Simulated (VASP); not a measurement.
# TiC (Fm-3m) in VASP: a series of runs, part 2 of 2

VASP 6.6.1. The steps go on from the part before.

### 4 Single point, PBE (volume scaled by 1.03)

Input file INCAR:

```
SYSTEM = TiC
ALGO     = Normal         ! electronic algorithm
EDIFF    = 1E-6           ! SCF threshold, eV
ENCUT    = 520            ! plane-wave cutoff, eV
GGA      = PE             ! functional
ISIF     = 2              ! what is computed and relaxed
ISMEAR   = 0              ! smearing method
LASPH    = .TRUE.         ! aspherical terms in the spheres
LCHARG   = .TRUE.         ! write CHGCAR
LELF     = .TRUE.         ! ELF
LREAL    = .FALSE.        ! projectors in reciprocal space
LVHAR    = .TRUE.       
LWAVE    = .FALSE.        ! write WAVECAR
NBANDS   = 15             ! bands
NELM     = 80             ! most SCF steps
PREC     = Accurate       ! precision mode
SIGMA    = 0.1            ! smearing width, eV
```

Input file KPOINTS:

```
k-points
0
G
  16 16 16
  0 0 0
```

Input file POSCAR:

```
TiC
1.0
    0.0000000000      2.1878617423      2.1878617423
    2.1878617423      0.0000000000      2.1878617423
    2.1878617423      2.1878617423      0.0000000000
Ti C
1 1
Direct
    0.0000000000      0.0000000000      0.0000000000
    0.5000000000      0.5000000000      0.5000000000
```

Potentials or basis: VASP PAW PBE potentials, release 64 (Ti_sv, C).

The run is started by

```bash
$ cat potpaw_PBE.64/Ti_sv/POTCAR potpaw_PBE.64/C/POTCAR > POTCAR
$ mpirun -np 1 vasp_std > vasp.out
```

OUTCAR:

```text
SYSTEM = TiC
   EDIFF = 1E-6
   ENCUT = 520
   GGA = PE
   ISIF = 2
   ISMEAR = 0
   LASPH = .TRUE.
   LREAL = .FALSE.
   NELM = 80
   PREC = Accurate

 ion  position               nearest neighbor table
   1  0.000  0.000  0.000-   2 2.19   2 2.19   2 2.19   2 2.19   2 2.19   2 2.19
   2  0.500  0.500  0.500-   1 2.19   1 2.19   1 2.19   1 2.19   1 2.19   1 2.19

  LATTYP: Found a face centered cubic cell.
 ALAT       =     4.3757234846

  Lattice vectors:

 A1 = (   0.0000000000,   2.1878617423,   2.1878617423)
 A2 = (   2.1878617423,   0.0000000000,   2.1878617423)
 A3 = (   2.1878617423,   2.1878617423,   0.0000000000)

Analysis of symmetry for initial positions (statically):
=====================================================================
 Subroutine PRICEL returns:
 Original cell was already a primitive cell.

 Routine SETGRP: Setting up the symmetry group for a
 face centered cubic supercell.

 Subroutine GETGRP returns: Found 48 space group operations
 (whereof 48 operations were pure point group operations)
 out of a pool of 48 trial point group operations.

The static configuration has the point symmetry O_h .

Analysis of symmetry for dynamics (positions and initial velocities):
[... 165 lines left out ...]

 k-point     1 :       0.0000    0.0000    0.0000
  band No.  band energies     occupation
      1     -47.6202      2.00000
      2     -23.6590      2.00000
      3     -23.6590      2.00000
      4     -23.6590      2.00000
      5      -3.1953      2.00000
      6       9.7387      0.00000
      7       9.7387      0.00000
      8       9.7387      0.00000
      9      10.6964      0.00000
     10      10.6964      0.00000
     11      10.6964      0.00000
     12      10.7051      0.00000
     13      10.7051      0.00000
     14      19.0966      0.00000
[... 401 lines left out ...]
      2     -23.7005      2.00000
      3     -23.6706      2.00000
      4     -23.6602      2.00000
      5      -2.9710      2.00000
      6       8.8492      1.99596
      7       9.0313      1.23562
      8       9.0448      1.08611
      9       9.8447      0.00000
     10      10.3912      0.00000
     11      11.2637      0.00000
     12      11.7825      0.00000
     13      12.6235      0.00000
     14      19.5114      0.00000
     15      22.9986      0.00000

 [... further k-points ...]
[... 5 lines left out ...]
  --------------------------------------------------------------------------------------
  -------------------------------------------------------------------------------------
  Total       -0.8873058     -0.8873058     -0.8873058     -0.0000000      0.0000000     -0.0000000
  in kB      -67.8725712    -67.8725712    -67.8725712     -0.0000000      0.0000000     -0.0000000
  external PRESSURE =     -67.8725712 kB  Pullay stress =       0.0000000 kB

 VOLUME and BASIS-vectors are now :
 -----------------------------------------------------------------------------
  energy-cutoff  :      520.00
  volume of cell :       20.95
      direct lattice vectors                 reciprocal lattice vectors
     0.000000000  2.187861742  2.187861742    -0.228533636  0.228533636  0.228533636
     2.187861742  0.000000000  2.187861742     0.228533636 -0.228533636  0.228533636
     2.187861742  2.187861742  0.000000000     0.228533636  0.228533636 -0.228533636

 POSITION                                       TOTAL-FORCE (eV/Angst)
 -----------------------------------------------------------------------------------
      0.00000      0.00000      0.00000         0.000000      0.000000      0.000000
      2.18786      2.18786      2.18786         0.000000      0.000000      0.000000
 -----------------------------------------------------------------------------------
    total drift:                                0.000000     -0.000000     -0.000000

  FREE ENERGIE OF THE ION-ELECTRON SYSTEM (eV)
  ---------------------------------------------------
  free  energy   TOTEN  =       -18.6971763982 eV

  energy  without entropy=      -18.6950845695  energy(sigma->0) =      -18.69613048
```

OSZICAR:

```text
N       E                     dE             d eps       ncg     rms          rms(c)
DAV:   1     0.116769611524E+03    0.11677E+03   -0.78254E+03  4350   0.125E+03
DAV:   2    -0.166163836074E+02   -0.13339E+03   -0.12535E+03  4637   0.333E+02
DAV:   3    -0.241476545450E+02   -0.75313E+01   -0.74150E+01  5665   0.773E+01
DAV:   4    -0.243860819227E+02   -0.23843E+00   -0.23820E+00  5466   0.128E+01
DAV:   5    -0.243914022295E+02   -0.53203E-02   -0.53197E-02  5627   0.169E+00    0.177E+01
DAV:   6    -0.194043452647E+02    0.49871E+01   -0.12102E+01  6162   0.560E+01    0.719E+00
DAV:   7    -0.187453221039E+02    0.65902E+00   -0.23503E+00  5120   0.216E+01    0.469E+00
DAV:   8    -0.187253294929E+02    0.19993E-01   -0.11389E-01  4875   0.315E+00    0.366E+00
DAV:   9    -0.187014900870E+02    0.23839E-01   -0.12099E-01  5874   0.521E+00    0.786E-01
DAV:  10    -0.187002906234E+02    0.11995E-02   -0.14518E-02  5609   0.132E+00    0.669E-01
DAV:  11    -0.186978232177E+02    0.24674E-02   -0.26071E-03  4973   0.771E-01    0.324E-01
DAV:  12    -0.186972065732E+02    0.61664E-03   -0.10543E-03  5225   0.555E-01    0.590E-02
DAV:  13    -0.186971779026E+02    0.28671E-04   -0.93841E-05  4959   0.129E-01    0.237E-02
DAV:  14    -0.186971768310E+02    0.10717E-05   -0.12110E-05  5690   0.252E-02    0.577E-03
DAV:  15    -0.186971763982E+02    0.43279E-06   -0.79575E-07  2962   0.123E-02
   1 F= -.18697176E+02 E0= -.18696130E+02  d E =-.209183E-02
```

stdout:

```text
POSCAR found type information on POSCAR TiC
 POSCAR found :  2 types and       2 ions
 scaLAPACK will be used
 LDA part: xc-table for (Slater+PW92), standard interpolation
 POSCAR, INCAR and KPOINTS ok, starting setup
 FFT: planning ... GRIDC
 FFT: planning ... GRID_SOFT
 FFT: planning ... GRID
 WAVECAR not read
 entering main loop
```

It took 30 s on 1 thread of Intel Xeon Platinum 8488C (Sapphire Rapids), shared host; peak memory 0.17 GiB.

Results:

```
Free energy            : -18.6972 eV
Pressure               : -6.8 GPa
Band gap on the k mesh : zero (band 8 reaches 9.74 eV, above the bottom of band 9 at 8.66 eV)
```

Levels at points of the mesh, in eV from the Fermi level:
```csv
k point,band 4,band 5,band 6,band 7,band 8,band 9,band 10,band 11,band 12,band 13
"(0.00, 0.00, 0.00)",-32.71,-12.25,0.69,0.69,0.69,1.64,1.64,1.64,1.65,1.65
"(0.50, 0.00, 0.00)",-32.76,-8.91,-5.69,-2.79,-2.79,2.80,2.80,3.93,7.87,7.87
"(0.50, 0.50, 0.00)",-32.86,-9.99,-3.40,-1.52,-0.05,-0.05,2.60,3.37,3.37,5.51
```

### 5 Single point, PBE (volume scaled by 1.06)

Input file INCAR:

```
PREC     = Accurate       # precision mode
ENCUT    = 520            # plane-wave cutoff, eV
EDIFF    = 1E-6           # SCF threshold, eV
ISMEAR   = 0              # smearing method
SIGMA    = 0.1            # smearing width, eV
LREAL    = False          # projectors in reciprocal space
LASPH    = True           # aspherical terms in the spheres
NELM     = 100            # most SCF steps
ALGO     = Normal         # electronic algorithm
ISIF     = 2              # what is computed and relaxed
LWAVE    = False          # write WAVECAR
LCHARG   = False          # write CHGCAR
GGA      = PE             # functional
NBANDS   = 15             # bands
```

Input file KPOINTS:

```
Automatic mesh
0
Gamma
  16 16 16
```

Input file POSCAR:

```
TiC
1.0
    0.0000000000      2.2089001651      2.2089001651
    2.2089001651      0.0000000000      2.2089001651
    2.2089001651      2.2089001651      0.0000000000
Ti C
1 1
Direct
    0.0000000000      0.0000000000      0.0000000000
    0.5000000000      0.5000000000      0.5000000000
```

The run is started by

```bash
$ cat potpaw_PBE.64/Ti_sv/POTCAR potpaw_PBE.64/C/POTCAR > POTCAR
$ mpirun -np 1 vasp_std > vasp.out
```

It took 31 s on 1 thread of Intel Xeon Platinum 8488C (Sapphire Rapids), shared host; peak memory 0.17 GiB.

Results (log left out):

```yaml
Free_energy: -18.6602 eV
Pressure: -12.7 GPa
Band_gap_on_the_k_mesh: zero (band 8 reaches 9.40 eV, above the bottom of band 9 at 8.34 eV)
```

Levels at points of the mesh, in eV from the Fermi level:
```tsv
k point	band 5	band 6	band 7	band 8	band 9	band 10	band 11	band 12
(0.00, 0.00, 0.00)	-12.11	0.67	0.67	0.67	1.59	1.59	1.61	1.61
(0.50, 0.00, 0.00)	-8.91	-5.56	-2.71	-2.71	2.69	2.69	3.77	7.60
(0.50, 0.50, 0.00)	-9.88	-3.37	-1.44	-0.07	-0.07	2.49	3.23	3.23
```

### 6 Single point, PBE (volume scaled by 1.10)

Input file INCAR:

```
  PREC = Accurate
  ENCUT = 520
  EDIFF = 1E-6
  ISMEAR = 0
  SIGMA = 0.1
  LREAL = False
  LASPH = True
  NELM = 60
  ALGO = Normal
  ISIF = 2
  LWAVE = False
  LCHARG = False
  GGA = PE
  NBANDS = 15
```

Input file KPOINTS:

```
regular mesh
0
Gamma
  16 16 16
```

Input file POSCAR:

```
TiC
1.0
    0.0000000000      2.2363427247      2.2363427247
    2.2363427247      0.0000000000      2.2363427247
    2.2363427247      2.2363427247      0.0000000000
Ti C
1 1
Direct
    0.0000000000      0.0000000000      0.0000000000
    0.5000000000      0.5000000000      0.5000000000
```

Potentials or basis: VASP PAW PBE potentials, release 64 (Ti_sv, C).

The run is started by

```bash
$ cat potpaw_PBE.64/Ti_sv/POTCAR potpaw_PBE.64/C/POTCAR > POTCAR
$ mpirun -np 1 vasp_std > vasp.out
```

Run time: 26 s. Hardware: 1 thread of Intel Xeon Platinum 8488C (Sapphire Rapids), shared host; peak memory 0.17 GiB.

It converged, with:

```yaml
Free_energy: -18.5785 eV
Pressure: -19.5 GPa
Band_gap_on_the_k_mesh: zero (band 8 reaches 8.97 eV, above the bottom of band 9 at 7.94 eV)
```

Levels at points of the mesh, in eV from the Fermi level:
| k point | band 4 | band 5 | band 6 | band 7 | band 8 | band 9 | band 10 | band 11 | band 12 | band 13 |
| --- | --- | --- | --- | --- | --- | --- | --- | --- | --- | --- |
| (0.00, 0.00, 0.00) | -32.93 | -11.94 | 0.65 | 0.65 | 0.65 | 1.51 | 1.51 | 1.56 | 1.56 | 1.56 |
| (0.50, 0.00, 0.00) | -32.96 | -8.89 | -5.40 | -2.60 | -2.60 | 2.55 | 2.55 | 3.57 | 7.27 | 7.27 |
| (0.50, 0.50, 0.00) | -33.05 | -9.75 | -3.32 | -1.35 | -0.09 | -0.09 | 2.36 | 3.06 | 3.06 | 4.93 |

### 7 Summary

| cell | gap on the mesh (eV) | pressure (GPa) |
| --- | --- | --- |
| a = 3.064 Å, angles 60.0°, 2 atoms | none | 0.2 |
| a = 3.054 Å, angles 60.0°, 2 atoms | none | 2.8 |
| a = 3.094 Å, angles 60.0°, 2 atoms | none | -6.8 |
| a = 3.124 Å, angles 60.0°, 2 atoms | none | -12.7 |
| a = 3.163 Å, angles 60.0°, 2 atoms | none | -19.5 |

Alike in all rows: task single point; level PBE; potentials or basis VASP PAW PBE potentials, release 64 (Ti_sv, C); no spin polarisation; k mesh 16 × 16 × 16; cutoff (eV) 520; smearing gaussian 0.1 eV.

Absolute energies hang on the potentials; compare differences alone.
